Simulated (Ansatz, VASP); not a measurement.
# One calculation of Al2O3, two programs

The input INCAR:

```
PREC = Accurate
ENCUT = 600
EDIFF = 1E-6
ISMEAR = 0
SIGMA = 0.01
LREAL = F
LASPH = T
NELM = 80
ALGO = Normal
ISIF = 3
LWAVE = F
LCHARG = F
GGA = PE
IBRION = 2
NSW = 80
EDIFFG = -0.002
```

The input KPOINTS:

```
regular mesh
0
Gamma
  5 5 5
```

POSCAR

```
Al2O3
1.0
    2.3802500000      1.3742379782      4.3318666667
   -2.3802500000      1.3742379782      4.3318666667
    0.0000000000     -2.7484759565      4.3318666667
Al O
4 6
Direct
    0.3521600000      0.3521600000      0.3521600000
    0.1478400000      0.1478400000      0.1478400000
    0.6478400000      0.6478400000      0.6478400000
    0.8521600000      0.8521600000      0.8521600000
    0.5566800000      0.9433200000      0.2500000000
    0.2500000000      0.5566800000      0.9433200000
    0.9433200000      0.2500000000      0.5566800000
    0.4433200000      0.0566800000      0.7500000000
    0.7500000000      0.4433200000      0.0566800000
    0.0566800000      0.7500000000      0.4433200000
```

Input for Ansatz:

```yaml
crystal:
  lattice:
    - [2.38025, 1.3742379782, 4.3318666667]
    - [-2.38025, 1.3742379782, 4.3318666667]
    - [0.0, -2.7484759565, 4.3318666667]
  atoms:
    - { symbol: Al, position: [0.35216, 0.35216, 0.35216] }
    - { symbol: Al, position: [0.14784, 0.14784, 0.14784] }
    - { symbol: Al, position: [0.64784, 0.64784, 0.64784] }
    - { symbol: Al, position: [0.85216, 0.85216, 0.85216] }
    - { symbol: O, position: [0.55668, 0.94332, 0.25] }
    - { symbol: O, position: [0.25, 0.55668, 0.94332] }
    - { symbol: O, position: [0.94332, 0.25, 0.55668] }
    - { symbol: O, position: [0.44332, 0.05668, 0.75] }
    - { symbol: O, position: [0.75, 0.44332, 0.05668] }
    - { symbol: O, position: [0.05668, 0.75, 0.44332] }
scf:
  occupations: { method: fixed }
output:
  forces: true
  stress: true
  eigenvalues: true
hamiltonian:
  xc: pbe
kpoints:
  mp_grid: { grid: [5, 5, 5] }
relax:
  f_tol: 0.002
  cell: { stress_tol: 0.03 }
```

Alike in both runs: task relaxation of cell and atoms; functional PBE; k mesh 5 × 5 × 5; no spin polarisation.

|  | VASP | Ansatz |
| --- | --- | --- |
| version | VASP 6.6.1 | Ansatz 0.2.0 |
| potentials or method | VASP PAW PBE potentials, release 64 (Al, O) | scalar-relativistic, plane waves, PAW |
| plane-wave cutoff (eV) | 600 | 420 |
| occupations | gaussian, width 0.01 eV | fixed |
| valence electrons in the cell | 48 | 48 |

|  | VASP | Ansatz | Ansatz less VASP |
| --- | --- | --- | --- |
| gap on the k mesh at the Fermi level, each at its own relaxed structure (eV) | 5.87 | 5.85 | -0.019 |
| relaxed volume (Å³/atom) | 8.74 | 8.76 | +0.017 |
| relaxed length of the cell vector where the two differ most in proportion (Å) | 5.177 | 5.181 | +0.0038 |
